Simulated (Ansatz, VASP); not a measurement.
# One calculation of Os, two programs

The input POSCAR:

```
Os
1.0
    0.0000000000      1.9716471469      1.8927812610
    1.9716471469      0.0000000000      1.8927812610
    1.9716471469      1.9716471469      0.0000000000
Os
1
Direct
    0.0000000000      0.0000000000      0.0000000000
```

File INCAR.step1:

```
SYSTEM = Os
PREC = Accurate
ENCUT = 520
ISMEAR = 0
SIGMA = 0.15
LREAL = .False.
LASPH = .True.
NELM = 100
NBANDS = 10
GGA = PE
ALGO = Normal
EDIFF = 1E-4
LWAVE = .True.
LCHARG = .False.
```

The input INCAR.step2:

```
SYSTEM = Os
PREC = Accurate
ENCUT = 520
EDIFF = 1E-7
ISMEAR = 0
SIGMA = 0.15
LREAL = .False.
LASPH = .True.
NELM = 100
ALGO = Normal
ISIF = 2
LWAVE = .False.
LCHARG = .True.
METAGGA = R2SCAN
LMIXTAU = .True.
LELF = .True.
LVHAR = .True.
NBANDS = 10
ISTART = 1
```

File KPOINTS:

```
Automatic mesh
0
Gamma
  24 24 24
  0 0 0
```

Input for Ansatz:

```yaml
crystal:
  lattice:
    - [0.0, 1.9716471469, 1.892781261]
    - [1.9716471469, 0.0, 1.892781261]
    - [1.9716471469, 1.9716471469, 0.0]
  atoms:
    - { symbol: Os, position: [0.0, 0.0, 0.0] }
basis:
  ecutwfc: 500
kpoints:
  mp_grid: { grid: [24, 24, 24] }
hamiltonian:
  xc: r2scan
scf:
  occupations: { method: gaussian, width: 0.15 }
output:
  forces: true
  stress: true
  eigenvalues: true
```

Alike in both runs: task single point; functional r2SCAN; k mesh 24 × 24 × 24; occupations gaussian, width 0.15 eV; no spin polarisation.

|  | VASP | Ansatz |
| --- | --- | --- |
| version | VASP 6.6.1 | Ansatz 0.2.0 |
| potentials or method | VASP PAW PBE potentials, release 64 (Os), cutoff 520 eV | scalar-relativistic, plane waves, PAW |
| valence electrons in the cell | 8 | 16 |

```tsv
	VASP	Ansatz	Ansatz less VASP
gap on the k mesh at the Fermi level (eV)	none	none	-
pressure (GPa)	-16.1	-16.6	-0.56
traceless stress, the component that is largest in VASP (GPa)	8.28	8.37	+0.088
```

VASP's potentials were made for PBE, not for r2SCAN. A gap of «none» marks a metal or a gap that the smearing closes. With one functional, cell and mesh, what is left measures potentials, basis and numerics. VASP's potentials hold 8 valence electrons a cell and Ansatz's 16, so a difference there can come from the potentials and not from the codes.

Spin-orbit coupling is off throughout.
